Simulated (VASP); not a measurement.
The system is RbBr.

```xyz
2
Lattice="4.1261 0.0000 0.0000 0.0000 4.1261 0.0000 0.0000 0.0000 4.1261" Properties=species:S:1:pos:R:3 pbc="T T T"
Rb    0.0000    0.0000    0.0000
Br    2.0630    2.0630    2.0630
```

```yaml
Program: VASP 6.6.1
Task: relaxation of cell and atoms
Functional: revPBE
Potentials_or_basis: VASP PAW PBE potentials, release 64 (Rb_sv, Br)
Cutoff: 600 eV
k_mesh: 7 × 7 × 7
Occupations: fermi-dirac, width 0.05 eV
Spin: no spin polarisation
```

At the start: pressure 2.1 GPa; volume 35.12 Å³/atom.

Problem. How do energy, volume and symmetry change on relaxing?

Solution. Over 4 steps the energy falls by 31.3 meV/atom and the volume is 40.50 Å³/atom (+15.3 %); space group Pm-3m (No. 221, to 0.1 Å) before and after.

The path:
```tsv
step	energy change (eV)	largest force (eV/Å)	pressure (GPa)	volume (Å³)
1	0.0000	0.0000	2.11	70.24
2	-0.0453	0.0000	0.97	75.05
3	-0.0619	0.0000	0.16	79.93
4	-0.0625	0.0000	0.03	81.00
```

Final structure:
```cif
data_structure
_symmetry_space_group_name_H-M 'P 1'
_symmetry_Int_Tables_number 1
_cell_length_a 4.3268
_cell_length_b 4.3268
_cell_length_c 4.3268
_cell_angle_alpha 90.000
_cell_angle_beta 90.000
_cell_angle_gamma 90.000
_cell_volume 81.00
loop_
_atom_site_label
_atom_site_type_symbol
_atom_site_fract_x
_atom_site_fract_y
_atom_site_fract_z
_atom_site_occupancy
Rb1 Rb 0.00000 0.00000 0.00000 1
Br1 Br 0.50000 0.50000 0.50000 1
```

Caveat: the volume moved by over 15 % at a fixed basis, so the end points are rough; the PAW data sets were made with another functional, which shifts forces and pressure a little.
